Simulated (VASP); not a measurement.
Runs of VASP 6.6.1 on Cd. The structure is that of space group Im-3m (No. 229), or close to it. The cells are those of the table. 

```tsv
cell	gap on the mesh (eV)	pressure (GPa)
a = 3.091 Å, angles 109.5°, 1 atom	none	-2.7
a = 3.072 Å, angles 109.5°, 1 atom	none	-2.0
a = 3.021 Å, angles 109.5°, 1 atom	none	(a)
a = 3.011 Å, angles 109.5°, 1 atom	none	0.8
```

Alike in all rows: task single point; level PBEsol; potentials or basis VASP PAW PBE potentials, release 64 (Cd); no spin polarisation; k mesh 7 × 7 × 7; cutoff (eV) 520; smearing fermi-dirac 0.15 eV.

Q: Estimate the missing entries.

A: (a) 0.3.

Caveats: some runs use coarse meshes; the PAW data sets were made with another functional, which shifts forces and pressure a little.

A k mesh can miss the band edges, and the runs leave out spin-orbit coupling on Cd.

A gap of «none» marks levels without a gap at the run's occupations.
